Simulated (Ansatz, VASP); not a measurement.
**One calculation of BaTiO3, two programs**

```
Ba Ti O
1.0
     2.84639    1.64337    2.33308
    -2.84639    1.64337    2.33308
     0.00000   -3.28673    2.33308
Ba Ti O
1 1 3
Direct
  0.00000 0.00000 0.00000
  0.51400 0.51400 0.51400
  0.49160 0.49160 0.98150
  0.49160 0.98150 0.49160
  0.98150 0.49160 0.49160
```

Change from the starting cell: volume scaled by 1.02, crystal datasets.

Alike in both runs: task electric field gradients; functional PBE; k mesh 9 × 9 × 9; occupations fermi-dirac, width 0.05 eV; no spin polarisation.

|  | VASP | Ansatz |
| --- | --- | --- |
| version | VASP 6.6.1 | Ansatz 0.2.0 |
| potentials or method | VASP PAW PBE potentials, release 64 (Ba_sv, Ti_sv, O), cutoff 520 eV | all-electron PAW with datasets made for the crystal, scalar-relativistic |

VASP gave:

* gap on the k mesh at the Fermi level (eV): 2.34
* pressure (GPa): 3.3
* traceless stress, the component that is largest in VASP (GPa): -0.09
* rms of the force components (eV/Å): 0.051
* size of Vzz on the site where it differs most (V/Å²): 10.1

Q: Estimate Ansatz's values.

A: gap on the k mesh at the Fermi level (eV): 2.38; pressure (GPa): 1.6; traceless stress, the component that is largest in VASP (GPa): -0.04; rms of the force components (eV/Å): 0.061; size of Vzz on the site where it differs most (V/Å²): 10.5.

Atom by atom the forces differ by 0.027 eV/Å (rms over components). Ansatz ran all-electron here, and VASP with PAW potentials.

Spin-orbit coupling is off throughout.
